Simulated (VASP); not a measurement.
Set up this calculation in VASP 6.6.1, as the native input.

- Task: electric field gradients
- Functional: LDA
- Potentials or basis: VASP PAW LDA potentials, release 64 (Hf_pv, C)
- Cutoff: 520 eV
- k mesh: 12 × 12 × 12
- Occupations: fermi-dirac, width 0.05 eV
- Spin: no spin polarisation
- Dipole correction: no
- Further INCAR settings: ALGO = Normal; EDIFF = 1e-08; NBANDS = 14

The structure of HfC lies in POSCAR:

```
HfC
1.0
    0.0000000000      2.3250000000      2.3482500000
    2.3250000000      0.0000000000      2.3482500000
    2.3250000000      2.3250000000      0.0000000000
Hf C
1 1
Direct
    0.5000000000      0.5000000000      0.5000000000
    0.0000000000      0.0000000000      0.0000000000
```

This cell differs from its parent crystal: zz strain of +1 %.

The input as run:

INCAR

```
ALGO = Normal ; EDIFF = 1E-8
ENCUT = 520 ; ISIF = 2
ISMEAR = -1 ; LASPH = T
LCHARG = F ; LEFG = T
LREAL = F ; LWAVE = F
NBANDS = 14 ; NELM = 80
PREC = Accurate ; SIGMA = 0.05
```

KPOINTS

```
k-points
0
Gamma
  12 12 12
```

Potentials or basis: VASP PAW LDA potentials, release 64 (Hf_pv, C).

Launch:

```bash
$ cat potpaw_LDA.64/Hf_pv/POTCAR potpaw_LDA.64/C/POTCAR > POTCAR
$ mpirun -np 1 vasp_std > vasp.out
```

Results of the run:

- Pressure: -13.6 GPa
- Band gap on the k mesh: zero (band 7 reaches 6.81 eV, above the bottom of band 8 at 5.35 eV)

Caveat: the cell differs from its parent crystal (zz strain of +1 %); without QUAD_EFG the Cq values of the log hold for a quadrupole moment of 1 mb, not for the nuclei; spin-orbit coupling is left out, which moves the levels of the heavy elements.

Wall time 52 s on 1 thread of AMD EPYC 7R13 Processor (Zen 3), on a shared host, peak memory 0.15 GiB.
